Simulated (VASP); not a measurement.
# KCl (P1) in VASP: electric field gradients with r2SCAN

Aim: the electric field gradients of KCl with r2SCAN.

Program: VASP 6.6.1. These are calculated values, not measurements. Logs are shortened: lines on timing, memory, paths and dates and some standing lists are left out, and cuts for length are marked.

## (1) The cell of the first run

The typed cell holds 2 atoms: a = 3.820 Å, b = 3.787 Å, c = 3.948 Å, α = 89.54°, β = 89.71°, γ = 89.92°.

## (2) Electric field gradients, r2SCAN

Input file POSCAR:

```
KCl
1.0
    3.8203700000      0.0027100000      0.0099800000
    0.0027100000      3.7874000000      0.0155800000
    0.0099800000      0.0155800000      3.9484100000
K Cl
1 1
Direct
    0.0006200000      0.0091300000      0.0065800000
    0.5198300000      0.5192000000      0.4821200000
```

Input file INCAR.step1:

```
SYSTEM = KCl
ALGO = Normal ; EDIFF = 1E-4
ENCUT = 520 ; GGA = PE
ISMEAR = 0 ; LASPH = .True.
LCHARG = .False. ; LREAL = .False.
LWAVE = .True. ; NBANDS = 15
NELM = 60 ; PREC = Accurate
SIGMA = 0.01
```

Input file INCAR.step2:

```
SYSTEM = KCl
ALGO = Normal ; EDIFF = 1E-8
ENCUT = 520 ; ISIF = 2
ISMEAR = 0 ; ISTART = 1
LASPH = .True. ; LCHARG = .False.
LEFG = .True. ; LMIXTAU = .True.
LREAL = .False. ; LWAVE = .False.
METAGGA = R2SCAN ; NBANDS = 15
NELM = 60 ; PREC = Accurate
SIGMA = 0.01
```

Input file KPOINTS:

```
k-points
0
Gamma
  3 3 3
  0 0 0
```

Potentials or basis: VASP PAW PBE potentials, release 64 (K_sv, Cl).

Launch:

```bash
cat potpaw_PBE.64/K_sv/POTCAR potpaw_PBE.64/Cl/POTCAR > POTCAR
cp INCAR.step1 INCAR
mpirun -np 1 vasp_std > vasp.out
cp INCAR.step2 INCAR
mpirun -np 1 vasp_std > vasp.out
```

OUTCAR:

```text
SYSTEM = KCl
   EDIFF = 1E-8
   ENCUT = 520
   ISIF = 2
   ISMEAR = 0
   ISTART = 1
   LASPH = .True.
   LREAL = .False.
   METAGGA = R2SCAN
   NELM = 60
   PREC = Accurate

 ion  position               nearest neighbor table
   1  0.001  0.009  0.007-   2 3.20
   2  0.520  0.519  0.482-   1 3.20

  LATTYP: Found a triclinic cell.
 ALAT       =     5.4932717607
 B/A-ratio  =     0.6894676214
 C/A-ratio  =     0.6954660470
 COS(alpha) =     0.0014356142
 COS(beta)  =     0.0046862328
 COS(gamma) =     0.6952618370

  Lattice vectors:

 A1 = (  -0.0126900000,  -3.8029800000,  -3.9639900000)
 A2 = (  -0.0027100000,  -3.7874000000,  -0.0155800000)
 A3 = (  -3.8203700000,  -0.0027100000,  -0.0099800000)

Analysis of symmetry for initial positions (statically):
=====================================================================
 Subroutine PRICEL returns:
 Original cell was already a primitive cell.

 Routine SETGRP: Setting up the symmetry group for a
 triclinic supercell.

 Subroutine GETGRP returns: Found  1 space group operations
 (whereof  1 operations were pure point group operations)
 out of a pool of  2 trial point group operations.

The static configuration has the point symmetry C_1 .

Analysis of symmetry for dynamics (positions and initial velocities):
=====================================================================
 Subroutine PRICEL returns:
 Original cell was already a primitive cell.

 Routine SETGRP: Setting up the symmetry group for a
 triclinic supercell.

 Subroutine GETGRP returns: Found  1 space group operations
 (whereof  1 operations were pure point group operations)
 out of a pool of  2 trial point group operations.

The dynamic configuration has the point symmetry C_1 .

 Subroutine INISYM returns: Found  1 space group operations
 (whereof  1 operations are pure point group operations),
 and found     1 'primitive' translations

----------------------------------------------------------------------------------------

                                     Primitive cell

  volume of cell :      57.1293

  direct lattice vectors                    reciprocal lattice vectors
     3.820370000  0.002710000  0.009980000     0.261756609 -0.000184576 -0.000660888
     0.002710000  3.787400000  0.015580000    -0.000184576  0.264037790 -0.001041398
     0.009980000  0.015580000  3.948410000    -0.000660888 -0.001041398  0.253272284

  length of vectors
     3.820383997  3.787433015  3.948453351     0.261757508  0.264039908  0.253275288

  position of ions in fractional coordinates (direct lattice)
     0.000620000  0.009130000  0.006580000
     0.519830000  0.519200000  0.482120000

  ion indices of the primitive-cell ions
   primitive index   ion index
                 1           1
                 2           2

----------------------------------------------------------------------------------------

 KPOINTS: k-points

Automatic generation of k-mesh.
 Grid dimensions read from file:
 generate k-points for:    3    3    3

 Generating k-lattice:

  Cartesian coordinates                     Fractional coordinates (reciprocal lattice)
     0.087252203 -0.000061525 -0.000220296     0.333333333 -0.000000000 -0.000000000
    -0.000061525  0.088012597 -0.000347133    -0.000000000  0.333333333  0.000000000
    -0.000220296 -0.000347133  0.084424095    -0.000000000  0.000000000  0.333333333

  Length of vectors
     0.087252503  0.088013303  0.084425096

[... 26 lines left out ...]
   total plane-waves  NPLWV =  23520
   dimension x,y,z NGX =    28 NGY =   28 NGZ =   30
   dimension x,y,z NGXF=    56 NGYF=   56 NGZF=   60
   ions per type =               1   1
   NGX,Y,Z   is equivalent  to a cutoff of  12.18, 12.29, 12.63 a.u.
   NGXF,Y,Z  is equivalent  to a cutoff of  24.37, 24.58, 25.26 a.u.
 SYSTEM =  KCl
   PREC   = accura    normal or accurate (medium, high low for compatibility)
   ISTART =      1    job   : 0-new  1-cont  2-samecut
   ICHARG =      0    charge: 1-file 2-atom 10-const
   ISPIN  =      1    spin polarized calculation?
   LNONCOLLINEAR =      F non collinear calculations
   LSORBIT =      F    spin-orbit coupling
   LASPH  =      T    aspherical Exc in radial PAW
   ENCUT  =  520.0 eV  38.22 Ry    6.18 a.u.   7.10  7.04  7.34*2*pi/ulx,y,z
   NELM   =     60;   NELMIN=  2; NELMDL=  0     # of ELM steps
   EDIFF  = 0.1E-07   stopping-criterion for ELM
   LREAL  =      F    real-space projection
   EDIFFG = 0.1E-06   stopping-criterion for IOM
   NSW    =      0    number of steps for IOM
   IBRION =     -1    ionic relax: 0-MD 1-quasi-New 2-CG
   NFREE  =      0    steps in history (QN), initial steepest desc. (CG)
   ISIF   =      2    stress and relaxation
   ISYM   =      2    0-nonsym 1-usesym 2-fastsym
   POTIM  = 0.5000    time-step for ionic-motion
   TEBEG  =    0.0;   TEEND  =   0.0 temperature during run
   PSTRESS=    0.0 pullay stress
   NELECT =      16.0000    total number of electrons
   NUPDOWN=      -1.0000    fix difference up-down
   EMIN   =  10.00;   EMAX   =-10.00  energy-range for DOS
   EFERMI =   0.00;   METHOD = LEGACY
   ISMEAR =     0;   SIGMA  =   0.01  broadening in eV -4-tet -1-fermi 0-gaus
   EFERMI_NEDOS =   21; number of points for ismear=-14 and -15
   IALGO  =     38    algorithm
   IMIX   =      4    mixing-type and parameters
     AMIX     =   0.40;   BMIX     =  1.00
     AMIX_MAG =   1.60;   BMIX_MAG =  1.00
  volume/ion in A,a.u.               =      28.56       192.76
  Fermi-wavevector in a.u.,A,eV,Ry     =   1.071096  2.024079 15.609252  1.147248
  Thomas-Fermi vector in A             =   2.206826
   LORBIT       =      0    0 simple, 1 ext, 2 COOP (PROOUT), +10 PAW based schemes
   METAGGA = R2SCAN    functional components
   LHFCALC =     F    Hartree Fock is set to
   AEXX    =    0.0000 exact exchange contribution
   IVDW    =     0    specifies the selected vdW correction
   LEPSILON=     F    determine dielectric tensor
   LRPA    =     F    only Hartree local field effects (RPA)
 non-spin polarized calculation
 Gauss-broadening in eV      SIGMA  =   0.01
  energy-cutoff  :      520.00
  volume of cell :       57.13
 maximum number of plane-waves:      1546
   NGX = 15   NGY = 15   NGZ = 15

 number of electron      16.0000002 magnetization

 Free energy of the ion-electron system (eV)
  ---------------------------------------------------
  ext. energy  EPLUGINS =         0.00000000
  ---------------------------------------------------
  free energy    TOTEN  =       -16.36598881 eV

  energy without entropy =      -16.36598881  energy(sigma->0) =      -16.36598881

 E-fermi :  -1.1222     XC(G=0):  -8.4286

 val. band max:       -1.2701430629   @ k =   0.3333   0.0000   0.3333
 cond. band min:       4.2249689578   @ k =   0.0000   0.0000   0.0000
 fundamental gap:      5.4951120207
 Fermi energy:        -1.1222096371

 k-point     1 :       0.0000    0.0000    0.0000
  band No.  band energies     occupation
      1     -30.4748      2.00000
      2     -14.3751      2.00000
      3     -13.0992      2.00000
      4     -13.0909      2.00000
      5     -13.0879      2.00000
      6      -1.5979      2.00000
      7      -1.4234      2.00000
      8      -1.3735      2.00000
      9       4.2250      0.00000
     10       5.8357      0.00000
     11       5.9688      0.00000
     12      10.0643      0.00000
     13      10.1206      0.00000
     14      10.3322      0.00000
[... 221 lines left out ...]
      2     -14.1336      2.00000
      3     -13.2374      2.00000
      4     -13.2172      2.00000
      5     -13.1449      2.00000
      6      -2.3034      2.00000
      7      -2.2994      2.00000
      8      -2.2498      2.00000
      9       7.3684      0.00000
     10       7.9017      0.00000
     11       7.9243      0.00000
     12       8.5463      0.00000
     13       9.1651      0.00000
     14       9.3678      0.00000
     15      12.2612      0.00000

------------------------ aborting loop because EDIFF is reached ----------------------------------------

  FORCE on cell =-STRESS in cart. coord.  units (eV):
  Direction    XX          YY          ZZ          XY          YZ          ZX
  --------------------------------------------------------------------------------------
  -------------------------------------------------------------------------------------
  Total       -0.2461451     -0.1037664     -0.7735932      0.0126235     -0.0298143     -0.0413249
  in kB       -6.9030832     -2.9101056    -21.6952423      0.3540222     -0.8361347     -1.1589467
  external PRESSURE =     -10.5028104 kB  Pullay stress =       0.0000000 kB

 VOLUME and BASIS-vectors are now :
 -----------------------------------------------------------------------------
  energy-cutoff  :      520.00
  volume of cell :       57.13
      direct lattice vectors                 reciprocal lattice vectors
     3.820370000  0.002710000  0.009980000     0.261756609 -0.000184576 -0.000660888
     0.002710000  3.787400000  0.015580000    -0.000184576  0.264037790 -0.001041398
     0.009980000  0.015580000  3.948410000    -0.000660888 -0.001041398  0.253272284

 POSITION                                       TOTAL-FORCE (eV/Angst)
 -----------------------------------------------------------------------------------
      0.00246      0.03468      0.02613         0.052425      0.030234     -0.065566
      1.99216      1.97534      1.91688        -0.052425     -0.030234      0.065566
 -----------------------------------------------------------------------------------
    total drift:                               -0.001860     -0.001304      0.001259

  FREE ENERGIE OF THE ION-ELECTRON SYSTEM (eV)
  ---------------------------------------------------
  free  energy   TOTEN  =       -16.3659888059 eV

  energy  without entropy=      -16.3659888059  energy(sigma->0) =      -16.36598881

 Electric field gradients (V/A^2)
---------------------------------------------------------------------
 ion       V_xx      V_yy      V_zz      V_xy      V_xz      V_yz
---------------------------------------------------------------------
   1       1.330     2.517    -3.847    -0.029     0.859     0.954
   2      -3.077    -6.514     9.591    -0.198     0.511     0.308
---------------------------------------------------------------------

 Electric field gradients after diagonalization (V/A^2)
 (convention: |V_zz| > |V_xx| > |V_yy|)
----------------------------------------------------------------------
 ion       V_xx      V_yy      V_zz     asymmetry (V_yy - V_xx)/ V_zz
----------------------------------------------------------------------
   1       2.665     1.456    -4.121       0.293
   2      -6.532    -3.085     9.617       0.358
----------------------------------------------------------------------

           NMR quadrupolar parameters

 Cq : quadrupolar parameter    Cq=e*Q*V_zz/h
 eta: asymmetry parameters     (V_yy - V_xx)/ V_zz
 Q  : nuclear electric quadrupole moment in mb (millibarn)
----------------------------------------------------------------------
 ion       Cq(MHz)       eta       Q (mb)
----------------------------------------------------------------------
   1      -0.010       0.293       1.000
   2       0.023       0.358       1.000
----------------------------------------------------------------------
```

Run time: 27 s. Hardware: 1 thread of Intel Xeon 6975P-C (Granite Rapids), shared host; peak memory 0.16 GiB.

What came out:

| Property | Result |
| --- | --- |
| Free energy | -16.3660 eV |
| Pressure | -1.1 GPa |
| Largest force | 0.089 eV/Å |
| Band gap on the k mesh | 5.50 eV, indirect (least direct gap 5.60 eV) |

Forces on the atoms (eV/Å):
```
K    0.052  0.030 -0.066
Cl  -0.052 -0.030  0.066
```

Stress tensor (GPa, compression positive):
```
-0.69  0.04 -0.12
 0.04 -0.29 -0.08
-0.12 -0.08 -2.17
```

Levels at points of the mesh, in eV from the valence-band top:
```tsv
k point	band 5	band 6	band 7	band 8	band 9	band 10	band 11	band 12
(0.00, 0.00, 0.00)	-11.82	-0.33	-0.15	-0.10	5.50	7.11	7.24	11.33
```

Electric field gradients, principal values (V/Å²):
| atom | least | middle | greatest (by size) |
| --- | --- | --- | --- |
| 1 K | 1.456 | 2.665 | -4.121 |
| 2 Cl | -3.085 | -6.532 | 9.617 |

Caveat: the k points lie up to 0.55 Å⁻¹ apart; without QUAD_EFG the Cq values of the log hold for a quadrupole moment of 1 mb, not for the nuclei; the PAW data sets were made with another functional, which shifts forces and pressure a little. r2SCAN opens gaps a little over a GGA but as a rule still falls short of measured ones.
